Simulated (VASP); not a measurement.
MgO:

```
Mg O
1.0
     0.00000    2.10217    2.12025
     2.10217    0.00000    2.12025
     2.10217    2.10217    0.00000
Mg O
1 1
Cartesian
  0.0000 0.0000 0.0000
  2.1022 2.1022 2.1202
```

This cell differs from its parent crystal: uniaxial z strain +0.9%.

Base run:

- Program: VASP 6.6.1
- Functional: r2SCAN
- Potentials or basis: VASP PAW PBE potentials, release 64 (Mg_sv, O)
- Cutoff: 660 eV
- k mesh: 10 × 10 × 10
- Occupations: gaussian, width 0.01 eV
- Spin: no spin polarisation

Its results: band gap on the k mesh 5.61 eV, direct; pressure -1.5 GPa.

**Question.** The run is repeated on the same cell with these changes: potentials or basis from VASP PAW PBE potentials, release 64 (Mg_sv, O) to VASP PAW PBE potentials, release 64 (Mg, O); cutoff from 660 eV to 520 eV; further incar settings from ALGO = Normal; EDIFF = 1e-06; NBANDS = 15 to ALGO = Normal; EDIFF = 1e-07; NBANDS = 11; valence electrons from 16 to 8. What comes out?

**Answer.** Band gap on the k mesh 5.56 eV, direct; pressure -2.5 GPa.

Caveats: the PAW data sets were made with another functional, which shifts forces and pressure a little.

